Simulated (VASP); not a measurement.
# HfSiF (P4/nmm) in VASP: further runs

The runs below take HfSiF through single point, relaxation of cell and atoms, with PBE.

All numbers are computed with VASP 6.6.1; they aren't measurements. Logs are shortened: lines on timing, memory, paths and dates and some standing lists are left out, and cuts for length are marked.

## 1. The cell of the first run

The structure is tetragonal, space group P4/nmm (No. 129). The conventional cell has a = 3.394 Å, b = 3.394 Å, c = 7.442 Å, α = 90.00°, β = 90.00°, γ = 90.00°. Hf (site symmetry 4mm) has 4 F at 2.36 Å and 5 Si at 2.74 to 2.80 Å within 3.1 Å. Si (site symmetry 4mm) has 8 Si at 2.73 to 3.39 Å and 5 Hf at 2.74 to 2.80 Å and 4 F at 3.51 Å within 3.6 Å. F (site symmetry -4m2) has 4 Hf at 2.36 Å and 4 F at 2.40 Å within 3.1 Å.

## 2. Single point, PBE

INCAR

```
SYSTEM = HfSiF
PREC     = Accurate       ! precision mode
ENCUT    = 520            ! plane-wave cutoff, eV
EDIFF    = 1E-6           ! SCF threshold, eV
ISMEAR   = 0              ! smearing method
SIGMA    = 0.1            ! smearing width, eV
LREAL    = .False.        ! projectors in reciprocal space
LASPH    = .True.         ! aspherical terms in the spheres
NELM     = 100            ! most SCF steps
ALGO     = Normal         ! electronic algorithm
ISIF     = 2              ! what is computed and relaxed
LWAVE    = .False.        ! write WAVECAR
LCHARG   = .False.        ! write CHGCAR
GGA      = PE             ! functional
NBANDS   = 30             ! bands
```

KPOINTS

```
regular mesh
0
Gamma
  12 12 6
  0 0 0
```

POSCAR

```
HfSiF
1.0
    3.3938024799      0.0000000000      0.0000000000
    0.0000000000      3.3938024799      0.0000000000
    0.0000000000      0.0000000000      7.4423259801
Hf Si F
2 2 2
Direct
    0.0000000000      0.5000000000      0.2802103473
    0.5000000000      0.0000000000      0.7197896527
    0.5000000000      0.0000000000      0.0876524809
    0.0000000000      0.5000000000      0.9123475191
    0.0000000000      0.0000000000      0.5000000000
    0.5000000000      0.5000000000      0.5000000000
```

Potentials or basis: VASP PAW PBE potentials, release 64 (Hf_pv, Si, F).

On the command line:

```sh
cat potpaw_PBE.64/Hf_pv/POTCAR potpaw_PBE.64/Si/POTCAR potpaw_PBE.64/F/POTCAR > POTCAR
mpirun -np 1 vasp_std > vasp.out
```

OUTCAR:

```text
SYSTEM = HfSiF
   PREC = Accurate
   ENCUT = 520
   EDIFF = 1E-6
   ISMEAR = 0
   LREAL = .False.
   LASPH = .True.
   NELM = 100
   ISIF = 2
   GGA = PE

 ion  position               nearest neighbor table
   1  0.000  0.500  0.280-   5 2.36   6 2.36   5 2.36   6 2.36   4 2.74   3 2.80   3 2.80   3 2.80
                             3 2.80
   2  0.500  0.000  0.720-   5 2.36   6 2.36   6 2.36   5 2.36   3 2.74   4 2.80   4 2.80   4 2.80
                             4 2.80
   3  0.500  0.000  0.088-   4 2.73   4 2.73   4 2.73   4 2.73   2 2.74   1 2.80   1 2.80   1 2.80
                             1 2.80
   4  0.000  0.500  0.912-   3 2.73   3 2.73   3 2.73   3 2.73   1 2.74   2 2.80   2 2.80   2 2.80
                             2 2.80
   5  0.000  0.000  0.500-   1 2.36   2 2.36   1 2.36   2 2.36
   6  0.500  0.500  0.500-   1 2.36   2 2.36   2 2.36   1 2.36

  LATTYP: Found a simple tetragonal cell.
 ALAT       =     3.3938024799
 C/A-ratio  =     2.1929166545

  Lattice vectors:

 A1 = (   3.3938024799,   0.0000000000,   0.0000000000)
 A2 = (   0.0000000000,   3.3938024799,   0.0000000000)
 A3 = (   0.0000000000,   0.0000000000,   7.4423259801)

Analysis of symmetry for initial positions (statically):
=====================================================================
 Subroutine PRICEL returns:
 Original cell was already a primitive cell.

 Routine SETGRP: Setting up the symmetry group for a
 simple tetragonal supercell.

 Subroutine GETGRP returns: Found 16 space group operations
 (whereof  8 operations were pure point group operations)
 out of a pool of 16 trial point group operations.

The static configuration has the point symmetry D_2d.
 The point group associated with its full space group is D_4h.

Analysis of symmetry for dynamics (positions and initial velocities):
=====================================================================
 Subroutine PRICEL returns:
 Original cell was already a primitive cell.

 Routine SETGRP: Setting up the symmetry group for a
 simple tetragonal supercell.

 Subroutine GETGRP returns: Found 16 space group operations
 (whereof  8 operations were pure point group operations)
 out of a pool of 16 trial point group operations.

The dynamic configuration has the point symmetry D_2d.
 The point group associated with its full space group is D_4h.

 Subroutine INISYM returns: Found 16 space group operations
 (whereof  8 operations are pure point group operations),
 and found     1 'primitive' translations

----------------------------------------------------------------------------------------

                                     Primitive cell

  volume of cell :      85.7199

  direct lattice vectors                    reciprocal lattice vectors
     3.393802480  0.000000000  0.000000000     0.294654744  0.000000000  0.000000000
     0.000000000  3.393802480  0.000000000     0.000000000  0.294654744  0.000000000
     0.000000000  0.000000000  7.442325980     0.000000000  0.000000000  0.134366595

  length of vectors
     3.393802480  3.393802480  7.442325980     0.294654744  0.294654744  0.134366595

  position of ions in fractional coordinates (direct lattice)
     0.000000000  0.500000000  0.280210347
     0.500000000  0.000000000  0.719789653
     0.500000000  0.000000000  0.087652481
     0.000000000  0.500000000  0.912347519
     0.000000000  0.000000000  0.500000000
     0.500000000  0.500000000  0.500000000

  ion indices of the primitive-cell ions
   primitive index   ion index
                 1           1
                 2           2
                 3           3
                 4           4
                 5           5
                 6           6

----------------------------------------------------------------------------------------

 KPOINTS: regular mesh

Automatic generation of k-mesh.
 Grid dimensions read from file:
 generate k-points for:   12   12    6

 Generating k-lattice:

  Cartesian coordinates                     Fractional coordinates (reciprocal lattice)
     0.024554562  0.000000000  0.000000000     0.083333333  0.000000000  0.000000000
     0.000000000  0.024554562  0.000000000     0.000000000  0.083333333  0.000000000
     0.000000000  0.000000000  0.022394432     0.000000000  0.000000000  0.166666667

  Length of vectors
     0.024554562  0.024554562  0.022394432

  Shift w.r.t. Gamma in fractional coordinates (k-lattice)
     0.000000000  0.000000000  0.000000000

 Subroutine IBZKPT returns following result:
 ===========================================

 Found    112 irreducible k-points:

 Following reciprocal coordinates:
            Coordinates               Weight
  0.000000  0.000000  0.000000      1.000000
  0.083333  0.000000  0.000000      4.000000
  0.166667  0.000000  0.000000      4.000000
  0.250000  0.000000  0.000000      4.000000
  0.333333  0.000000  0.000000      4.000000
  0.416667  0.000000  0.000000      4.000000
[... 16 lines left out ...]
  0.333333  0.333333  0.000000      4.000000
  0.416667  0.333333  0.000000      8.000000
 [... further k-points ...]
   k-points           NKPTS =    112   k-points in BZ     NKDIM =    112   number of bands    NBANDS=     30
   number of dos      NEDOS =    301   number of ions     NIONS =      6
   total plane-waves  NPLWV =  43904
   dimension x,y,z NGX =    28 NGY =   28 NGZ =   56
   dimension x,y,z NGXF=    56 NGYF=   56 NGZF=  112
   ions per type =               2   2   2
   NGX,Y,Z   is equivalent  to a cutoff of  13.72, 13.72, 12.51 a.u.
   NGXF,Y,Z  is equivalent  to a cutoff of  27.43, 27.43, 25.02 a.u.
 SYSTEM =  HfSiF
   PREC   = accura    normal or accurate (medium, high low for compatibility)
   ISTART =      0    job   : 0-new  1-cont  2-samecut
   ICHARG =      2    charge: 1-file 2-atom 10-const
   ISPIN  =      1    spin polarized calculation?
   LNONCOLLINEAR =      F non collinear calculations
   LSORBIT =      F    spin-orbit coupling
   LASPH  =      T    aspherical Exc in radial PAW
   ENCUT  =  520.0 eV  38.22 Ry    6.18 a.u.   6.31  6.31 13.84*2*pi/ulx,y,z
   NELM   =    100;   NELMIN=  2; NELMDL= -5     # of ELM steps
   EDIFF  = 0.1E-05   stopping-criterion for ELM
   LREAL  =      F    real-space projection
   EDIFFG = 0.1E-04   stopping-criterion for IOM
   NSW    =      0    number of steps for IOM
   IBRION =     -1    ionic relax: 0-MD 1-quasi-New 2-CG
   NFREE  =      0    steps in history (QN), initial steepest desc. (CG)
   ISIF   =      2    stress and relaxation
   ISYM   =      2    0-nonsym 1-usesym 2-fastsym
   POTIM  = 0.5000    time-step for ionic-motion
   TEBEG  =    0.0;   TEEND  =   0.0 temperature during run
   PSTRESS=    0.0 pullay stress
   NELECT =      42.0000    total number of electrons
   NUPDOWN=      -1.0000    fix difference up-down
   EMIN   =  10.00;   EMAX   =-10.00  energy-range for DOS
   EFERMI =   0.00;   METHOD = LEGACY
   ISMEAR =     0;   SIGMA  =   0.10  broadening in eV -4-tet -1-fermi 0-gaus
   EFERMI_NEDOS =   21; number of points for ismear=-14 and -15
   IALGO  =     38    algorithm
   IMIX   =      4    mixing-type and parameters
     AMIX     =   0.40;   BMIX     =  1.00
     AMIX_MAG =   1.60;   BMIX_MAG =  1.00
  volume/ion in A,a.u.               =      14.29        96.41
  Fermi-wavevector in a.u.,A,eV,Ry     =   1.290617  2.438912 22.663113  1.665692
  Thomas-Fermi vector in A             =   2.422437
   LORBIT       =      0    0 simple, 1 ext, 2 COOP (PROOUT), +10 PAW based schemes
   GGA     = PE    functional components
   LHFCALC =     F    Hartree Fock is set to
   AEXX    =    0.0000 exact exchange contribution
   IVDW    =     0    specifies the selected vdW correction
   LEPSILON=     F    determine dielectric tensor
   LRPA    =     F    only Hartree local field effects (RPA)
 non-spin polarized calculation
 Gauss-broadening in eV      SIGMA  =   0.10
  energy-cutoff  :      520.00
  volume of cell :       85.72
 maximum number of plane-waves:      2334
 NGX is ok and might be reduce to    28
   NGX = 13   NGY = 13   NGZ = 27

 number of electron      41.9999970 magnetization

 Free energy of the ion-electron system (eV)
  ---------------------------------------------------
  ext. energy  EPLUGINS =         0.00000000
  ---------------------------------------------------
  free energy    TOTEN  =       -44.03553913 eV

  energy without entropy =      -44.02173564  energy(sigma->0) =      -44.02863738

 E-fermi :   6.8284     XC(G=0): -11.3530

 val. band max:        6.8216355015   @ k =   0.3333   0.2500   0.5000
 cond. band min:       6.8305298487   @ k =   0.2500   0.0000   0.5000
 fundamental gap:      0.0088943472
 Fermi energy:         6.8283895184

 k-point     1 :       0.0000    0.0000    0.0000
  band No.  band energies     occupation
      1     -24.6609      2.00000
      2     -24.4112      2.00000
      3     -24.2567      2.00000
      4     -24.2567      2.00000
      5     -24.2434      2.00000
      6     -24.2434      2.00000
[... 22 lines left out ...]
     29      12.4254      0.00000
     30      12.7414      0.00000

 k-point     2 :       0.0833    0.0000    0.0000
  band No.  band energies     occupation
      1     -24.6537      2.00000
      2     -24.4105      2.00000
      3     -24.2757      2.00000
      4     -24.2612      2.00000
      5     -24.2551      2.00000
      6     -24.2422      2.00000
[... 22 lines left out ...]
     29      12.4821      0.00000
     30      12.6352      0.00000

 k-point     3 :       0.1667    0.0000    0.0000
  band No.  band energies     occupation
      1     -24.6339      2.00000
      2     -24.4098      2.00000
      3     -24.3266      2.00000
      4     -24.3085      2.00000
      5     -24.2507      2.00000
      6     -24.2392      2.00000
[... 22 lines left out ...]
     29      12.0213      0.00000
     30      12.4654      0.00000

 k-point     4 :       0.2500    0.0000    0.0000
  band No.  band energies     occupation
      1     -24.6076      2.00000
      2     -24.4212      2.00000
      3     -24.3853      2.00000
      4     -24.3683      2.00000
      5     -24.2445      2.00000
      6     -24.2351      2.00000
[... 22 lines left out ...]
     29      11.8532      0.00000
     30      12.4059      0.00000

 k-point     5 :       0.3333    0.0000    0.0000
  band No.  band energies     occupation
      1     -24.5852      2.00000
      2     -24.4790      2.00000
      3     -24.4166      2.00000
      4     -24.4024      2.00000
      5     -24.2380      2.00000
      6     -24.2313      2.00000
[... 22 lines left out ...]
     29      11.9363      0.00000
     30      12.2188      0.00000
[... 526 lines left out ...]
     29      11.6584      0.00000
     30      11.7606      0.00000

 k-point    22 :       0.5000    0.2500    0.0000
  band No.  band energies     occupation
      1     -24.5445      2.00000
      2     -24.5445      2.00000
      3     -24.4089      2.00000
      4     -24.4089      2.00000
      5     -24.3549      2.00000
      6     -24.3549      2.00000
[... 22 lines left out ...]
     29      11.6588      0.00000
     30      11.6588      0.00000

 k-point    23 :       0.3333    0.3333    0.0000
  band No.  band energies     occupation
      1     -24.5394      2.00000
      2     -24.4815      2.00000
      3     -24.4078      2.00000
      4     -24.3998      2.00000
      5     -24.3983      2.00000
      6     -24.3906      2.00000
[... 22 lines left out ...]
     29      11.5261      0.00000
     30      12.0245      0.00000

 k-point    24 :       0.4167    0.3333    0.0000
  band No.  band energies     occupation
      1     -24.5427      2.00000
      2     -24.5188      2.00000
      3     -24.4160      2.00000
      4     -24.4140      2.00000
      5     -24.3955      2.00000
      6     -24.3914      2.00000
[... 22 lines left out ...]
     29      11.6340      0.00000
     30      12.0126      0.00000

 [... further k-points ...]

------------------------ aborting loop because EDIFF is reached ----------------------------------------

  FORCE on cell =-STRESS in cart. coord.  units (eV):
  Direction    XX          YY          ZZ          XY          YZ          ZX
  --------------------------------------------------------------------------------------
  -------------------------------------------------------------------------------------
  Total       -0.4890445     -0.4890445     -0.8149412      0.0000000      0.0000000     -0.0000000
  in kB       -9.1406515     -9.1406515    -15.2319342      0.0000000      0.0000000     -0.0000000
  external PRESSURE =     -11.1710791 kB  Pullay stress =       0.0000000 kB

 VOLUME and BASIS-vectors are now :
 -----------------------------------------------------------------------------
  energy-cutoff  :      520.00
  volume of cell :       85.72
      direct lattice vectors                 reciprocal lattice vectors
     3.393802480  0.000000000  0.000000000     0.294654744  0.000000000  0.000000000
     0.000000000  3.393802480  0.000000000     0.000000000  0.294654744  0.000000000
     0.000000000  0.000000000  7.442325980     0.000000000  0.000000000  0.134366595

 POSITION                                       TOTAL-FORCE (eV/Angst)
 -----------------------------------------------------------------------------------
      0.00000      1.69690      2.08542         0.000000     -0.000000      0.141374
      1.69690      0.00000      5.35691        -0.000000      0.000000     -0.141374
      1.69690      0.00000      0.65234         0.000000      0.000000      0.006460
      0.00000      1.69690      6.78999        -0.000000     -0.000000     -0.006460
      0.00000      0.00000      3.72116         0.000000     -0.000000      0.000000
      1.69690      1.69690      3.72116         0.000000      0.000000      0.000000
 -----------------------------------------------------------------------------------
    total drift:                                0.000000     -0.000000      0.000000

  FREE ENERGIE OF THE ION-ELECTRON SYSTEM (eV)
  ---------------------------------------------------
  free  energy   TOTEN  =       -44.0355391291 eV

  energy  without entropy=      -44.0217356376  energy(sigma->0) =      -44.02863738
```

Run time: 3 min. Hardware: 1 thread of Intel Xeon Platinum 8488C (Sapphire Rapids), shared host; peak memory 0.38 GiB.

What came out:

```
Free energy            : -44.0355 eV
Pressure               : -1.1 GPa
Largest force          : 0.141 eV/Å
Band gap on the k mesh : zero (band 21 reaches 7.58 eV, above the bottom of band 22 at 5.87 eV)
```

Forces on the atoms (eV/Å):
```
Hf   0.000  0.000  0.141
Hf   0.000  0.000 -0.141
Si   0.000  0.000  0.006
Si   0.000  0.000 -0.006
F    0.000  0.000  0.000
F    0.000  0.000  0.000
```

Stress tensor (GPa, compression positive):
```
-0.91  0.00  0.00
 0.00 -0.91  0.00
 0.00  0.00 -1.52
```

Caveat: spin-orbit coupling is left out, which moves the levels of the heavy elements.

## 3. Relaxation of cell and atoms, PBE

This run uses another cell than the first one, of 14.25 Å³/atom, 0.997 times its volume.

INCAR

```
SYSTEM = HfSiF
ALGO     = Normal         ! electronic algorithm
EDIFF    = 1E-6           ! SCF threshold, eV
EDIFFG   = -0.01          ! ionic threshold
ENCUT    = 600            ! plane-wave cutoff, eV
GGA      = PE             ! functional
IBRION   = 2              ! ionic algorithm
ISIF     = 3              ! what is computed and relaxed
ISMEAR   = 0              ! smearing method
LASPH    = .True.         ! aspherical terms in the spheres
LCHARG   = .False.        ! write CHGCAR
LREAL    = .False.        ! projectors in reciprocal space
LWAVE    = .False.        ! write WAVECAR
NELM     = 100            ! most SCF steps
NSW      = 100            ! ionic steps
PREC     = Accurate       ! precision mode
SIGMA    = 0.1            ! smearing width, eV
```

KPOINTS

```
k-points
0
Gamma
  12 12 6
  0 0 0
```

POSCAR

```
HfSiF
1.0
    3.3845564415      0.0000000000      0.0000000000
    0.0000000000      3.3845564415      0.0000000000
    0.0000000000      0.0000000000      7.4616162093
Hf Si F
2 2 2
Direct
    0.0000000000      0.5000000000      0.2805030342
    0.5000000000      0.0000000000      0.7194969658
    0.5000000000      0.0000000000      0.0843697364
    0.0000000000      0.5000000000      0.9156302636
    0.0000000000      0.0000000000      0.5000000000
    0.5000000000      0.5000000000      0.5000000000
```

Potentials or basis: VASP PAW PBE potentials, release 64 (Hf_pv, Si, F).

On the command line:

```sh
cat potpaw_PBE.64/Hf_pv/POTCAR potpaw_PBE.64/Si/POTCAR potpaw_PBE.64/F/POTCAR > POTCAR
mpirun -np 1 vasp_std > vasp.out
```

Run time: 11 min. Hardware: 1 thread of Intel Xeon Platinum 8488C (Sapphire Rapids), shared host; peak memory 0.42 GiB.

It converged, with:

| Quantity | Value |
| --- | --- |
| Free energy | -44.0442 eV |
| Relaxed volume | 14.16 Å³/atom |
| Relaxed cell | a = 3.385 Å, b = 3.385 Å, c = 7.417 Å, α = 90.00°, β = 90.00°, γ = 90.00° |
| Space group after relaxing (to 0.05 Å) | P4/nmm (No. 129) |
| Energy gained by relaxing | 1.4 meV/atom |
| Ionic steps | 6 |
| Pressure after relaxing | 0.0 GPa |
| Largest force after relaxing | 0.003 eV/Å |
| Band gap on the k mesh | zero (band 21 reaches 7.68 eV, above the bottom of band 22 at 5.96 eV) |

Forces on the atoms (eV/Å):
```
Hf   0.000  0.000  0.003
Hf   0.000  0.000 -0.003
Si   0.000  0.000 -0.001
Si   0.000  0.000  0.001
F    0.000  0.000  0.000
F    0.000  0.000  0.000
```

Stress tensor (GPa, compression positive):
```
 0.03  0.00  0.00
 0.00  0.03  0.00
 0.00  0.00 -0.06
```

Step by step:
```
step  energy change (eV)  largest force (eV/Å)  pressure (GPa)  volume (Å³)
   1              0.0000                0.2318           -1.07        85.47
   2             -0.0049                0.1066            1.03        84.31
   3             -0.0055                0.1383            0.49        84.60
   4             -0.0077                0.0491            0.12        84.83
   5             -0.0078                0.0813            0.00        84.91
   6             -0.0084                0.0033            0.00        84.98
```

Final structure:
```xyz
6
Lattice="3.3848 0.0000 0.0000 0.0000 3.3848 0.0000 0.0000 0.0000 7.4173" Properties=species:S:1:pos:R:3 pbc="T T T"
Hf    0.0000    1.6924    2.0847
Hf    1.6924    0.0000    5.3326
Si    1.6924    3.3848    0.6498
Si    0.0000    1.6924    6.7675
F     3.3848    3.3848    3.7087
F     1.6924    1.6924    3.7087
```

Levels at points of the mesh, in eV from the Fermi level:
| k point | band 17 | band 18 | band 19 | band 20 | band 21 | band 22 | band 23 | band 24 | band 25 |
| --- | --- | --- | --- | --- | --- | --- | --- | --- | --- |
| (0.00, 0.00, 0.00) | -3.78 | -0.90 | -0.74 | -0.74 | -0.39 | 0.72 | 2.12 | 2.12 | 3.09 |
| (0.50, 0.00, 0.00) | -3.31 | -3.31 | -0.73 | -0.73 | 0.15 | 0.15 | 2.52 | 2.52 | 2.70 |
| (0.50, 0.50, 0.00) | -4.93 | -4.93 | -2.41 | -2.41 | -0.92 | -0.92 | 3.99 | 3.99 | 4.13 |
| (0.00, 0.00, 0.50) | -2.90 | -0.79 | -0.79 | -0.47 | -0.18 | 0.10 | 2.37 | 2.41 | 2.41 |
| (0.50, 0.00, 0.50) | -3.39 | -3.39 | -0.55 | -0.55 | 0.29 | 0.29 | 2.34 | 2.34 | 2.74 |
| (0.50, 0.50, 0.50) | -4.90 | -4.90 | -2.02 | -2.02 | -0.97 | -0.97 | 3.70 | 3.70 | 4.65 |

Caveat: spin-orbit coupling is left out, which moves the levels of the heavy elements.

(Part 1 of 3 ends here.)
